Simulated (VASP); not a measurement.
Write the native input for VASP 6.6.1 that does the following.

- Task: single point
- Functional: PBE
- Potentials or basis: VASP PAW PBE potentials, release 64 (Ti_sv, Ta_pv)
- Cutoff: 520 eV
- k mesh: 3 × 3 × 4
- Occupations: gaussian, width 0.1 eV
- Spin: no spin polarisation
- Dipole correction: no
- Further INCAR settings: ALGO = Fast; EDIFF = 1e-06; NBANDS = 67

The structure of Ta4Ti lies in POSCAR:

```
Ta4Ti
1.0
    8.1997245172      0.0000000000      0.0000000000
   -4.0998622586      7.1011697359      0.0000000000
    0.0000000000      0.0000000000      4.8330869453
Ti Ta
2 8
Direct
    0.3333333333      0.6666666667      0.0000000000
    0.6666666667      0.3333333333      0.0000000000
    0.0000031563      0.3407678009      0.5000000000
    0.6592321991      0.6592353554      0.5000000000
    0.3407646446      0.9999968437      0.5000000000
    0.9999968437      0.6592321991      0.5000000000
    0.3407678009      0.3407646446      0.5000000000
    0.6592353554      0.0000031563      0.5000000000
    0.3333333333      0.6666666667      0.5000000000
    0.6666666667      0.3333333333      0.5000000000
```

The cell was generated, and may not be a known phase.

One way to write it, as run:

INCAR

```
  PREC = Accurate
  ENCUT = 520
  EDIFF = 1E-6
  ISMEAR = 0
  SIGMA = 0.1
  LREAL = F
  LASPH = T
  NELM = 60
  ALGO = Fast
  ISIF = 2
  LWAVE = F
  LCHARG = T
  GGA = PE
  LELF = T
  LVHAR = T
  NBANDS = 67
```

KPOINTS

```
Automatic mesh
0
Gamma
  3 3 4
```

Potentials or basis: VASP PAW PBE potentials, release 64 (Ti_sv, Ta_pv).

Run with:

```sh
$ cat potpaw_PBE.64/Ti_sv/POTCAR potpaw_PBE.64/Ta_pv/POTCAR > POTCAR
$ mpirun -np 1 vasp_std > vasp.out
```

Results of the run:

The pressure is -0.1 GPa and the largest force is 0.013 eV/Å. The band gap on the k mesh is zero (bands 56 and 57 overlap by 0.49 eV).

Caveat: spin-orbit coupling is left out, which moves the levels of the heavy elements.

Run time: 11 min on 1 thread of Intel(R) Xeon(R) Platinum 8488C (Sapphire Rapids) (shared host), peak memory 0.43 GiB.
